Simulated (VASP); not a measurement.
Runs of VASP 6.6.1 on TiC. The structure is that of space group I4/mmm (No. 139), or close to it. The cells are those of the table. 

```csv
cell,gap on the mesh (eV),pressure (GPa)
"a = 3.116, b = 3.116, c = 2.965 Å, angles 61.6, 61.6, 56.8°, 2 atoms",none,-7.2
"a = 3.181, b = 3.181, c = 2.880 Å, angles 63.1, 63.1, 53.8°, 2 atoms",none,3.8
"a = 2.975, b = 2.975, c = 3.435 Å, angles 54.7, 54.7, 70.5°, 2 atoms",none,(b)
"a = 3.408, b = 3.408, c = 2.673 Å, angles 66.9, 66.9, 46.2°, 2 atoms",none,(a)
"a = 2.998, b = 2.998, c = 3.231 Å, angles 57.4, 57.4, 65.2°, 2 atoms",none,1.5
```

Alike in all rows: task single point; level LDA; potentials or basis VASP PAW LDA potentials, release 64 (Ti_sv, C); no spin polarisation; k mesh 20 × 20 × 20; cutoff (eV) 520; smearing gaussian 0.15 eV.

**Question.** Fill in the values left out.

**Answer.** (a) 59.1; (b) 43.6.

Caveats: the stress differs along the axes, from -28 to 3 GPa (at least some runs); the stress differs along the axes, from -36 to 24 GPa (at least some runs); the stress differs along the axes, from -33 to 197 GPa (at least some runs); the stress differs along the axes, from -35 to 106 GPa (at least some runs); the stress differs along the axes, from -26 to 57 GPa (at least some runs).

A gap of «none» marks levels without a gap at the run's occupations.
